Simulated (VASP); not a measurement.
The system is SiC.

```
C Si
1.0
     1.46574    0.84625    5.32123
    -1.46574    0.84625    5.32123
     0.00000   -1.69249    5.32123
C Si
2 2
Direct
  0.45035 0.45035 0.45035
  0.54965 0.54965 0.54965
  0.92613 0.92613 0.92613
  0.07387 0.07387 0.07387
```

This cell differs from its parent crystal: biaxial xy strain -4.9%.

Base run:

```yaml
Program: VASP 6.6.1
Functional: r2SCAN
Potentials_or_basis: VASP PAW PBE potentials, release 64 (C, Si)
Cutoff: 520 eV
k_mesh: 10 × 10 × 10
Occupations: fermi-dirac, width 0.02 eV
Spin: no spin polarisation
```

Its results: band gap on the k mesh zero (band 8 reaches 9.90 eV, above the bottom of band 9 at 9.75 eV); pressure 24.9 GPa; largest force 0.056 eV/Å.

The run is repeated on the same cell with these changes: functional from r2SCAN to PBE; further incar settings from ALGO = Normal; EDIFF = 1e-07; NBANDS = 16 to ALGO = Normal; EDIFF = 1e-06; NBANDS = 16. What comes out?

Band gap on the k mesh zero (band 8 reaches 9.94 eV, above the bottom of band 9 at 9.60 eV); pressure 27.2 GPa; largest force 0.360 eV/Å.

Caveats: the PAW data sets were made with another functional, which shifts forces and pressure a little (some runs).
